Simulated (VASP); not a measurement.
Here is a VASP 6.6.1 calculation.

The input INCAR:

```
  ALGO = Normal
  DIPOL = 0.5 0.5 0.500
  EDIFF = 1E-6
  EFIELD = -0.2
  ENCUT = 520
  GGA = PE
  IDIPOL = 3
  ISIF = 2
  ISMEAR = -1
  LASPH = T
  LCHARG = F
  LDIPOL = T
  LREAL = F
  LWAVE = F
  NBANDS = 16
  NELM = 80
  PREC = Accurate
  SIGMA = 0.02
```

File KPOINTS:

```
k-points
0
Gamma
  7 7 1
```

The input POSCAR:

```
Si
1.0
    3.8685410222      0.0000000000      0.0000000000
    0.0000000000      3.8685410222      0.0000000000
    0.0000000000      0.0000000000     20.1032000000
Si
4
Direct
    0.0000000000      0.2500000000      0.3982242681
    0.5000000000      0.2500000000      0.4649941553
    0.5000000000      0.7500000000      0.5350058445
    0.0000000000      0.7500000000      0.6017757321
```

Potentials or basis: VASP PAW PBE potentials, release 64 (Si).

The run is started by

```sh
$ cat potpaw_PBE.64/Si/POTCAR > POTCAR
$ mpirun -np 1 vasp_std > vasp.out
```

Q: Predict the band gap on the k mesh.

A: Zero (band 8 reaches -1.89 eV, above the bottom of band 9 at -2.56 eV).

Q: What does it give for the largest force?

A: 0.013 eV/Å.

Forces on the atoms (eV/Å):
```
Si   0.000  0.000 -0.009
Si   0.000  0.000  0.013
Si   0.000  0.000  0.005
Si   0.000  0.000 -0.008
```
